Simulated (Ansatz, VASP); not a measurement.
# SnSe: VASP beside Ansatz

```
CELL_PARAMETERS angstrom
-0.09030 2.96485 2.96485
2.96485 -0.09030 2.96485
2.96485 2.96485 -0.09030
ATOMIC_POSITIONS crystal
Sn 0.00000 0.00000 0.00000
Se 0.50000 0.50000 0.50000
```

Change from the starting cell: equal xy, yz and zx shear strains of -3 %, crystal datasets.

Alike in both runs: task electric field gradients; functional LDA; k mesh 9 × 9 × 9; occupations fermi-dirac, width 0.02 eV; no spin polarisation.

```csv
,VASP,Ansatz
version,VASP 6.6.1,Ansatz 0.2.0
potentials or method,"VASP PAW LDA potentials, release 64 (Sn_d, Se), cutoff 400 eV","all-electron PAW with datasets made for the crystal, scalar-relativistic"
```

|  | VASP | Ansatz | Ansatz less VASP |
| --- | --- | --- | --- |
| pressure (GPa) | -3.2 | -3.3 | -0.04 |
| traceless stress, the component that is largest in VASP (GPa) | 0.57 | 0.58 | +0.004 |
| size of Vzz on the site where it differs most (V/Å²) | 1.0 | 2.3 | +1.31 |

LDA's correlation is that of Perdew and Zunger in VASP and of Perdew and Wang (1992) in Ansatz. Ansatz ran all-electron here, and VASP with PAW potentials.
